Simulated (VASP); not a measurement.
The system is CO2.

```
C O
1.0
     5.62400    0.00000    0.00000
     0.00000    5.62400    0.00000
     0.00000    0.00000    5.62400
C O
4 8
Direct
  0.00000 0.00000 0.00000
  0.50000 0.00000 0.50000
  0.50000 0.50000 0.00000
  0.00000 0.50000 0.50000
  0.11850 0.11850 0.11850
  0.38150 0.88150 0.61850
  0.61850 0.38150 0.88150
  0.88150 0.61850 0.38150
  0.88150 0.88150 0.88150
  0.61850 0.11850 0.38150
  0.38150 0.61850 0.11850
  0.11850 0.38150 0.61850
```

* Program: VASP 6.6.1
* Task: relaxation of the atoms
* Functional: PBE
* Potentials or basis: VASP PAW PBE potentials, release 64 (C, O)
* Cutoff: 520 eV
* k mesh: 4 × 4 × 4
* Occupations: fermi-dirac, width 0.02 eV
* Spin: no spin polarisation

At the start: pressure 7.1 GPa; volume 14.82 Å³/atom.

Question: How do energy, volume and symmetry change on relaxing?

Answer: Over 4 steps the energy falls by 14.7 meV/atom; space group Pa-3 (No. 205, to 0.1 Å) before and after.

The path:
| step | energy change (eV) | largest force (eV/Å) | pressure (GPa) |
| --- | --- | --- | --- |
| 1 | 0.0000 | 2.2371 | 7.11 |
| 2 | 2.4374 | 6.7060 | -18.63 |
| 3 | -0.1758 | 0.0342 | 0.98 |
| 4 | -0.1759 | 0.0097 | 1.09 |

Final structure:
```
C O
1.0
     5.62400    0.00000    0.00000
     0.00000    5.62400    0.00000
     0.00000    0.00000    5.62400
C O
4 8
Direct
  0.00000 0.00000 0.00000
  0.50000 0.00000 0.50000
  0.50000 0.50000 0.00000
  0.00000 0.50000 0.50000
  0.12056 0.12056 0.12056
  0.37944 0.87944 0.62056
  0.62056 0.37944 0.87944
  0.87944 0.62056 0.37944
  0.87944 0.87944 0.87944
  0.62056 0.12056 0.37944
  0.37944 0.62056 0.12056
  0.12056 0.37944 0.62056
```

Caveat: this functional lacks dispersion, which holds the molecules together, so the pressure and a relaxed volume are unreliable.
